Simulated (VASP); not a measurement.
# Rh (I4/mmm) in VASP: a series of runs

Rh is run at these levels: PBEsol; tasks: single point.

All numbers are computed with VASP 6.6.1; they aren't measurements. Logs are shortened: lines on timing, memory, paths and dates and some standing lists are left out, and cuts for length are marked.

## 1. The cell of the first run

The structure is tetragonal, space group I4/mmm (No. 139). The conventional cell has a = 2.689 Å, b = 2.689 Å, c = 3.727 Å, α = 90.00°, β = 90.00°, γ = 90.00°. Within 3.5 Å of Rh (site symmetry 4/mmm) lie 12 Rh at 2.66 to 2.69 Å.

## 2. Single point, PBEsol (strain -0.0200 x Voigt [0, 1, 0, 0, 0, 0])

File INCAR:

```
SYSTEM = Rh
PREC = Accurate
ENCUT = 520
EDIFF = 1E-6
ISMEAR = 0
SIGMA = 0.15
LREAL = .FALSE.
LASPH = .TRUE.
NELM = 80
ALGO = Fast
ISIF = 2
LWAVE = .FALSE.
LCHARG = .FALSE.
GGA = PS
NBANDS = 14
```

File KPOINTS:

```
Automatic mesh
0
G
  22 22 22
  0 0 0
```

File POSCAR:

```
Rh
1.0
    0.0000000000      1.8635190000      1.9015500000
    1.9015500000      0.0000000000      1.9015500000
    1.9015500000      1.8635190000      0.0000000000
Rh
1
Direct
    0.0000000000      0.0000000000      0.0000000000
```

Potentials or basis: VASP PAW PBE potentials, release 64 (Rh_pv).

Started as:

```
> cat potpaw_PBE.64/Rh_pv/POTCAR > POTCAR
> mpirun -np 1 vasp_std > vasp.out
```

OUTCAR:

```text
SYSTEM = Rh
   PREC = Accurate
   ENCUT = 520
   EDIFF = 1E-6
   ISMEAR = 0
   LREAL = .FALSE.
   LASPH = .TRUE.
   NELM = 80
   ISIF = 2
   GGA = PS

 ion  position               nearest neighbor table
   1  0.000  0.000  0.000-

  LATTYP: Found a body centered tetragonal cell.
 ALAT       =     2.6891977995
 C/A-ratio  =     1.3859292911

  Lattice vectors:

 A1 = (   0.0000000000,  -1.8635190000,   1.9015500000)
 A2 = (   0.0000000000,  -1.8635190000,  -1.9015500000)
 A3 = (   1.9015500000,   1.8635190000,   0.0000000000)

Analysis of symmetry for initial positions (statically):
=====================================================================
 Subroutine PRICEL returns:
 Original cell was already a primitive cell.

 Routine SETGRP: Setting up the symmetry group for a
 body centered tetragonal supercell.

 Subroutine GETGRP returns: Found 16 space group operations
 (whereof 16 operations were pure point group operations)
 out of a pool of 16 trial point group operations.

The static configuration has the point symmetry D_4h.

Analysis of symmetry for dynamics (positions and initial velocities):
=====================================================================
 Subroutine PRICEL returns:
 Original cell was already a primitive cell.

 Routine SETGRP: Setting up the symmetry group for a
 body centered tetragonal supercell.

 Subroutine GETGRP returns: Found 16 space group operations
 (whereof 16 operations were pure point group operations)
 out of a pool of 16 trial point group operations.

The dynamic configuration has the point symmetry D_4h.

 Subroutine INISYM returns: Found 16 space group operations
 (whereof 16 operations are pure point group operations),
 and found     1 'primitive' translations

----------------------------------------------------------------------------------------

                                     Primitive cell

  volume of cell :      13.4766

  direct lattice vectors                    reciprocal lattice vectors
     0.000000000  1.863519000  1.901550000    -0.262943388  0.268309580  0.262943388
     1.901550000  0.000000000  1.901550000     0.262943388 -0.268309580  0.262943388
     1.901550000  1.863519000  0.000000000     0.262943388  0.268309580 -0.262943388

  length of vectors
     2.662441636  2.689197800  2.662441636     0.458550413  0.458550413  0.458550413

  position of ions in fractional coordinates (direct lattice)
     0.000000000  0.000000000  0.000000000

  ion indices of the primitive-cell ions
   primitive index   ion index
                 1           1

----------------------------------------------------------------------------------------

 KPOINTS: Automatic mesh

Automatic generation of k-mesh.
 Grid dimensions read from file:
 generate k-points for:   22   22   22

 Generating k-lattice:

  Cartesian coordinates                     Fractional coordinates (reciprocal lattice)
    -0.011951972  0.012195890  0.011951972     0.045454545  0.000000000 -0.000000000
     0.011951972 -0.012195890  0.011951972     0.000000000  0.045454545  0.000000000
     0.011951972  0.012195890 -0.011951972    -0.000000000  0.000000000  0.045454545

  Length of vectors
     0.020843201  0.020843201  0.020843201

  Shift w.r.t. Gamma in fractional coordinates (k-lattice)
     0.000000000  0.000000000  0.000000000

 Subroutine IBZKPT returns following result:
 ===========================================

 Found    834 irreducible k-points:

 Following reciprocal coordinates:
            Coordinates               Weight
  0.000000  0.000000  0.000000      1.000000
  0.045455  0.000000 -0.000000      8.000000
  0.090909  0.000000 -0.000000      8.000000
  0.136364  0.000000  0.000000      8.000000
  0.181818  0.000000  0.000000      8.000000
  0.227273  0.000000  0.000000      8.000000
[... 16 lines left out ...]
  0.500000  0.045455  0.000000     16.000000
 -0.454545  0.045455 -0.000000     16.000000
 [... further k-points ...]
   k-points           NKPTS =    834   k-points in BZ     NKDIM =    834   number of bands    NBANDS=     14
   number of dos      NEDOS =    301   number of ions     NIONS =      1
   total plane-waves  NPLWV =   8000
   dimension x,y,z NGX =    20 NGY =   20 NGZ =   20
   dimension x,y,z NGXF=    40 NGYF=   40 NGZF=   40
   ions per type =               1
   NGX,Y,Z   is equivalent  to a cutoff of  12.49, 12.36, 12.49 a.u.
   NGXF,Y,Z  is equivalent  to a cutoff of  24.98, 24.73, 24.98 a.u.
 SYSTEM =  Rh
   PREC   = accura    normal or accurate (medium, high low for compatibility)
   ISTART =      0    job   : 0-new  1-cont  2-samecut
   ICHARG =      2    charge: 1-file 2-atom 10-const
   ISPIN  =      1    spin polarized calculation?
   LNONCOLLINEAR =      F non collinear calculations
   LSORBIT =      F    spin-orbit coupling
   LASPH  =      T    aspherical Exc in radial PAW
   ENCUT  =  520.0 eV  38.22 Ry    6.18 a.u.   4.95  5.00  4.95*2*pi/ulx,y,z
   NELM   =     80;   NELMIN=  2; NELMDL= -5     # of ELM steps
   EDIFF  = 0.1E-05   stopping-criterion for ELM
   LREAL  =      F    real-space projection
   EDIFFG = 0.1E-04   stopping-criterion for IOM
   NSW    =      0    number of steps for IOM
   IBRION =     -1    ionic relax: 0-MD 1-quasi-New 2-CG
   NFREE  =      0    steps in history (QN), initial steepest desc. (CG)
   ISIF   =      2    stress and relaxation
   ISYM   =      2    0-nonsym 1-usesym 2-fastsym
   POTIM  = 0.5000    time-step for ionic-motion
   TEBEG  =    0.0;   TEEND  =   0.0 temperature during run
   PSTRESS=    0.0 pullay stress
   NELECT =      15.0000    total number of electrons
   NUPDOWN=      -1.0000    fix difference up-down
   EMIN   =  10.00;   EMAX   =-10.00  energy-range for DOS
   EFERMI =   0.00;   METHOD = LEGACY
   ISMEAR =     0;   SIGMA  =   0.15  broadening in eV -4-tet -1-fermi 0-gaus
   EFERMI_NEDOS =   21; number of points for ismear=-14 and -15
   IALGO  =     68    algorithm
   IMIX   =      4    mixing-type and parameters
     AMIX     =   0.40;   BMIX     =  1.00
     AMIX_MAG =   1.60;   BMIX_MAG =  1.00
  volume/ion in A,a.u.               =      13.48        90.94
  Fermi-wavevector in a.u.,A,eV,Ry     =   1.696597  3.206104 39.163594  2.878443
  Thomas-Fermi vector in A             =   2.777431
   LORBIT       =      0    0 simple, 1 ext, 2 COOP (PROOUT), +10 PAW based schemes
   GGA     = PS    functional components
   LHFCALC =     F    Hartree Fock is set to
   AEXX    =    0.0000 exact exchange contribution
   IVDW    =     0    specifies the selected vdW correction
   LEPSILON=     F    determine dielectric tensor
   LRPA    =     F    only Hartree local field effects (RPA)
 non-spin polarized calculation
 RMM-DIIS sequential band-by-band and
 Gauss-broadening in eV      SIGMA  =   0.15
  energy-cutoff  :      520.00
  volume of cell :       13.48
 maximum number of plane-waves:       378
   NGX =  9   NGY =  9   NGZ =  9

 number of electron      15.0000006 magnetization

 Free energy of the ion-electron system (eV)
  ---------------------------------------------------
  ext. energy  EPLUGINS =         0.00000000
  ---------------------------------------------------
  free energy    TOTEN  =        -8.14225698 eV

  energy without entropy =       -8.12777546  energy(sigma->0) =       -8.13501622

 E-fermi :  12.1227     XC(G=0): -14.3474

 val. band max:       12.1217391806   @ k =   0.3636  -0.3636   0.2727
 cond. band min:      12.1237178492   @ k =   0.3636   0.5000   0.1364
 fundamental gap:      0.0019786686
 Fermi energy:        12.1227430473

 k-point     1 :       0.0000    0.0000    0.0000
  band No.  band energies     occupation
      1     -34.2470      2.00000
      2     -34.2470      2.00000
      3     -34.2350      2.00000
      4       3.9227      2.00000
      5       8.8616      2.00000
      6       8.8616      2.00000
      7       9.0823      2.00000
      8      10.9749      2.00000
      9      11.2450      2.00000
     10      28.0504      0.00000
     11      32.4350      0.00000
     12      33.3931      0.00000
     13      33.3931      0.00000
     14      34.0487      0.00000

 k-point     2 :       0.0455    0.0000   -0.0000
  band No.  band energies     occupation
      1     -34.2610      2.00000
      2     -34.2495      2.00000
      3     -34.2396      2.00000
      4       4.0082      2.00000
      5       8.8442      2.00000
      6       8.8957      2.00000
      7       9.0942      2.00000
      8      10.9575      2.00000
      9      11.2227      2.00000
     10      28.1782      0.00000
     11      32.4335      0.00000
     12      33.0385      0.00000
     13      33.5195      0.00000
     14      34.0386      0.00000

 k-point     3 :       0.0909    0.0000   -0.0000
  band No.  band energies     occupation
      1     -34.3082      2.00000
      2     -34.2567      2.00000
      3     -34.2465      2.00000
      4       4.2576      2.00000
      5       8.7672      2.00000
      6       8.9889      2.00000
      7       9.1600      2.00000
      8      10.9164      2.00000
      9      11.1663      2.00000
     10      28.5356      0.00000
     11      31.9894      0.00000
     12      32.4418      0.00000
     13      33.8910      0.00000
     14      34.3445      0.00000

 k-point     4 :       0.1364    0.0000    0.0000
  band No.  band energies     occupation
      1     -34.3837      2.00000
      2     -34.2679      2.00000
      3     -34.2559      2.00000
      4       4.6455      2.00000
      5       8.6486      2.00000
      6       9.1106      2.00000
      7       9.2756      2.00000
      8      10.8877      2.00000
      9      11.1077      2.00000
     10      29.0357      0.00000
     11      30.7127      0.00000
     12      32.4376      0.00000
     13      34.4841      0.00000
     14      34.9221      0.00000

 k-point     5 :       0.1818    0.0000    0.0000
  band No.  band energies     occupation
      1     -34.4800      2.00000
      2     -34.2824      2.00000
      3     -34.2677      2.00000
      4       5.1174      2.00000
      5       8.5679      2.00000
      6       9.2074      2.00000
      7       9.3854      2.00000
      8      10.9306      2.00000
      9      11.1017      2.00000
     10      29.2954      0.00000
     11      29.6054      0.00000
[... 276 lines left out ...]
 k-point    22 :       0.4545    0.0455    0.0000
  band No.  band energies     occupation
      1     -34.9999      2.00000
      2     -34.3696      2.00000
      3     -34.3401      2.00000
      4       5.8889      2.00000
      5       8.7398      2.00000
      6       9.0565      2.00000
      7      11.5311      2.00000
      8      12.6512      0.00000
      9      13.2477      0.00000
     10      21.6172      0.00000
     11      27.8303      0.00000
     12      32.4367      0.00000
     13      33.5071      0.00000
     14      33.8412      0.00000

 k-point    23 :       0.5000    0.0455    0.0000
  band No.  band energies     occupation
      1     -35.0254      2.00000
      2     -34.3754      2.00000
      3     -34.3417      2.00000
      4       5.8553      2.00000
      5       8.7061      2.00000
      6       9.0130      2.00000
      7      11.8556      1.98823
      8      12.7024      0.00000
      9      13.6478      0.00000
     10      20.9561      0.00000
     11      27.6652      0.00000
     12      32.4364      0.00000
     13      33.1798      0.00000
     14      33.5659      0.00000

 k-point    24 :      -0.4545    0.0455   -0.0000
  band No.  band energies     occupation
      1     -35.0207      2.00000
      2     -34.3766      2.00000
      3     -34.3390      2.00000
      4       5.8625      2.00000
      5       8.7202      2.00000
      6       9.0156      2.00000
      7      11.8256      1.99491
      8      12.6051      0.00001
      9      13.6177      0.00000
     10      21.0904      0.00000
     11      27.6953      0.00000
     12      32.4363      0.00000
     13      33.0868      0.00000
     14      33.7919      0.00000

 [... further k-points ...]

------------------------ aborting loop because EDIFF is reached ----------------------------------------

  FORCE on cell =-STRESS in cart. coord.  units (eV):
  Direction    XX          YY          ZZ          XY          YZ          ZX
  --------------------------------------------------------------------------------------
  -------------------------------------------------------------------------------------
  Total       -0.0878188      0.3488215     -0.0878188      0.0000000      0.0000000      0.0000000
  in kB      -10.4404426     41.4700496    -10.4404426      0.0000000      0.0000000      0.0000000
  external PRESSURE =       6.8630548 kB  Pullay stress =       0.0000000 kB

 VOLUME and BASIS-vectors are now :
 -----------------------------------------------------------------------------
  energy-cutoff  :      520.00
  volume of cell :       13.48
      direct lattice vectors                 reciprocal lattice vectors
     0.000000000  1.863519000  1.901550000    -0.262943388  0.268309580  0.262943388
     1.901550000  0.000000000  1.901550000     0.262943388 -0.268309580  0.262943388
     1.901550000  1.863519000  0.000000000     0.262943388  0.268309580 -0.262943388

 POSITION                                       TOTAL-FORCE (eV/Angst)
 -----------------------------------------------------------------------------------
      0.00000      0.00000      0.00000         0.000000      0.000000      0.000000
 -----------------------------------------------------------------------------------
    total drift:                               -0.000000     -0.000000     -0.000000

  FREE ENERGIE OF THE ION-ELECTRON SYSTEM (eV)
  ---------------------------------------------------
  free  energy   TOTEN  =        -8.1422569753 eV

  energy  without entropy=       -8.1277754563  energy(sigma->0) =       -8.13501622
```

Wall time 3.5 min (1 thread of AMD EPYC 7R13, shared host); peak memory 0.22 GiB.

What came out:

* Free energy: -8.1423 eV
* Pressure: 0.7 GPa

Caveat: the cell differs from its parent crystal (strain -0.0200 x Voigt [0, 1, 0, 0, 0, 0]); the PAW data sets were made with another functional, which shifts forces and pressure a little.

## 3. Single point, PBEsol (strain -0.0100 x Voigt [0, 1, 0, 0, 0, 0])

File INCAR:

```
ALGO     = Fast           # electronic algorithm
EDIFF    = 1E-6           # SCF threshold, eV
ENCUT    = 520            # plane-wave cutoff, eV
GGA      = PS             # functional
ISIF     = 2              # what is computed and relaxed
ISMEAR   = 0              # smearing method
LASPH    = True           # aspherical terms in the spheres
LCHARG   = True           # write CHGCAR
LELF     = True           # ELF
LREAL    = False          # projectors in reciprocal space
LVHAR    = True         
LWAVE    = False          # write WAVECAR
NBANDS   = 14             # bands
NELM     = 80             # most SCF steps
PREC     = Accurate       # precision mode
SIGMA    = 0.15           # smearing width, eV
```

File KPOINTS:

```
k-points
0
Gamma
  22 22 22
```

File POSCAR:

```
Rh
1.0
    0.0000000000      1.8825345000      1.9015500000
    1.9015500000      0.0000000000      1.9015500000
    1.9015500000      1.8825345000      0.0000000000
Rh
1
Direct
    0.0000000000      0.0000000000      0.0000000000
```

Potentials or basis: VASP PAW PBE potentials, release 64 (Rh_pv).

Started as:

```
> cat potpaw_PBE.64/Rh_pv/POTCAR > POTCAR
> mpirun -np 1 vasp_std > vasp.out
```

Run time: 3.4 min. Hardware: 1 thread of AMD EPYC 7R13, shared host; peak memory 0.22 GiB.

It converged, with:

| Property | Result |
| --- | --- |
| Free energy | -8.1438 eV |
| Pressure | -2.3 GPa |

Stress tensor (GPa, compression positive):
```
-3.15  0.00  0.00
 0.00 -0.62  0.00
 0.00  0.00 -3.15
```

Levels at points of the mesh, in eV from the Fermi level:
| k point | band 3 | band 4 | band 5 | band 6 | band 7 | band 8 | band 9 | band 10 | band 11 | band 12 |
| --- | --- | --- | --- | --- | --- | --- | --- | --- | --- | --- |
| (0.00, 0.00, 0.00) | -46.35 | -8.12 | -3.18 | -3.18 | -3.07 | -1.06 | -0.93 | 15.93 | 20.34 | 21.33 |
| (0.50, 0.00, 0.00) | -46.45 | -6.25 | -3.27 | -3.16 | 0.56 | 0.62 | 0.64 | 8.69 | 15.44 | 20.34 |
| (0.50, 0.50, 0.00) | -46.62 | -6.44 | -6.06 | 0.57 | 0.96 | 1.06 | 3.12 | 12.26 | 13.30 | 13.41 |
| (0.50, 0.00, 0.50) | -46.64 | -6.44 | -6.07 | 0.57 | 1.02 | 1.02 | 3.34 | 12.54 | 13.17 | 13.17 |

Caveat: the cell differs from its parent crystal (strain -0.0100 x Voigt [0, 1, 0, 0, 0, 0]); the PAW data sets were made with another functional, which shifts forces and pressure a little.

## 4. Single point, PBEsol (strain +0.0150 x Voigt [0, 1, 0, 0, 0, 0])

File INCAR:

```
PREC     = Accurate       # precision mode
ENCUT    = 520            # plane-wave cutoff, eV
EDIFF    = 1E-7           # SCF threshold, eV
ISMEAR   = 0              # smearing method
SIGMA    = 0.15           # smearing width, eV
LREAL    = False          # projectors in reciprocal space
LASPH    = True           # aspherical terms in the spheres
NELM     = 60             # most SCF steps
ALGO     = Fast           # electronic algorithm
ISIF     = 2              # what is computed and relaxed
LWAVE    = False          # write WAVECAR
LCHARG   = True           # write CHGCAR
GGA      = PS             # functional
LELF     = True           # ELF
LVHAR    = True         
NBANDS   = 14             # bands
```

File KPOINTS:

```
Automatic mesh
0
Gamma
  22 22 22
```

File POSCAR:

```
Rh
1.0
    0.0000000000      1.9300732500      1.9015500000
    1.9015500000      0.0000000000      1.9015500000
    1.9015500000      1.9300732500      0.0000000000
Rh
1
Direct
    0.0000000000      0.0000000000      0.0000000000
```

Started as:

```
> cat potpaw_PBE.64/Rh_pv/POTCAR > POTCAR
> mpirun -np 1 vasp_std > vasp.out
```

Run time: 3.2 min. Hardware: 1 thread of AMD EPYC 7R13, shared host; peak memory 0.22 GiB.

Results (log left out):

* Free energy: -8.1309 eV
* Pressure: -9.0 GPa

Stress tensor (GPa, compression positive):
```
 -7.78   0.00   0.00
  0.00 -11.33   0.00
  0.00   0.00  -7.78
```

Levels at points of the mesh, in eV from the Fermi level:
| k point | band 3 | band 4 | band 5 | band 6 | band 7 | band 8 | band 9 | band 10 | band 11 | band 12 |
| --- | --- | --- | --- | --- | --- | --- | --- | --- | --- | --- |
| (0.00, 0.00, 0.00) | -46.30 | -7.94 | -3.13 | -2.97 | -2.97 | -1.06 | -0.86 | 15.95 | 20.41 | 21.02 |
| (0.50, 0.00, 0.00) | -46.39 | -6.04 | -3.17 | -3.01 | 0.53 | 0.61 | 0.67 | 8.44 | 15.44 | 20.41 |
| (0.50, 0.50, 0.00) | -46.56 | -6.20 | -5.84 | 0.54 | 0.90 | 1.04 | 3.27 | 12.18 | 12.98 | 13.13 |
| (0.50, 0.00, 0.50) | -46.55 | -6.20 | -5.83 | 0.56 | 0.96 | 0.96 | 2.96 | 11.76 | 13.33 | 13.33 |

Caveat: the cell differs from its parent crystal (strain +0.0150 x Voigt [0, 1, 0, 0, 0, 0]); the PAW data sets were made with another functional, which shifts forces and pressure a little.

## 5. The runs side by side

```csv
cell,further INCAR settings,gap on the mesh (eV),pressure (GPa)
"a = 2.662, b = 2.689 Å, angles 59.7, 60.7, 59.7°, 1 atom",ALGO = Fast; EDIFF = 1e-06; NBANDS = 14,none,0.7
"a = 2.676, b = 2.689 Å, angles 59.8, 60.3, 59.8°, 1 atom",ALGO = Fast; EDIFF = 1e-06; NBANDS = 14,none,-2.3
"a = 2.709, b = 2.689 Å, angles 60.2, 59.5, 60.2°, 1 atom",ALGO = Fast; EDIFF = 1e-07; NBANDS = 14,none,-9.0
```

Alike in all rows: task single point; level PBEsol; potentials or basis VASP PAW PBE potentials, release 64 (Rh_pv); no spin polarisation; k mesh 22 × 22 × 22; cutoff (eV) 520; smearing gaussian 0.15 eV.

Caveats: the PAW data sets were made with another functional, which shifts forces and pressure a little.

Total energies depend on the potentials used, so only differences within one code and one set of settings carry meaning.
